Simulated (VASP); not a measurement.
Wanted: the native input for a VASP 6.6.1 run.

```
Task                   : single point
Functional             : PBE
Potentials or basis    : VASP PAW PBE potentials, release 64 (Ta_pv, N)
Cutoff                 : 520 eV
k mesh                 : 7 × 7 × 6
Occupations            : fermi-dirac, width 0.05 eV
Spin                   : no spin polarisation
Dipole correction      : no
Further INCAR settings : ALGO = Normal; EDIFF = 1e-07; NBANDS = 24
```

The structure of TaN lies in POSCAR:

```
TaN
1.0
    3.6630404800      0.0000000000      0.0000000000
    0.0000000000      3.6630404800      0.0000000000
    0.0000000000      0.0000000000      4.5604939800
Ta N
2 2
Direct
    0.0000000000      0.5000000000      0.0000000000
    0.5000000000      0.0000000000      0.5000000000
    0.0000000000      0.0000000000      0.2500000000
    0.0000000000      0.0000000000      0.7500000000
```

These files were run (other wordings do the same):

INCAR

```
PREC = Accurate
ENCUT = 520
EDIFF = 1E-7
ISMEAR = -1
SIGMA = 0.05
LREAL = F
LASPH = T
NELM = 80
ALGO = Normal
ISIF = 2
LWAVE = F
LCHARG = F
GGA = PE
NBANDS = 24
```

KPOINTS

```
regular mesh
0
Gamma
  7 7 6
```

Potentials or basis: VASP PAW PBE potentials, release 64 (Ta_pv, N).

The run is started by

```bash
$ cat potpaw_PBE.64/Ta_pv/POTCAR potpaw_PBE.64/N/POTCAR > POTCAR
$ mpirun -np 1 vasp_std > vasp.out
```

It gave:

```json
{
  "Pressure": "-19.5 GPa",
  "Band gap on the k mesh": "zero (band 16 reaches 5.33 eV, above the bottom of band 17 at 4.68 eV)"
}
```

Caveat: spin-orbit coupling is left out, which moves the levels of the heavy elements.

Run time: 74 s on 1 thread of AMD EPYC 7R43 64-Core Processor (Zen 3), with other jobs on the host, peak memory 0.16 GiB.
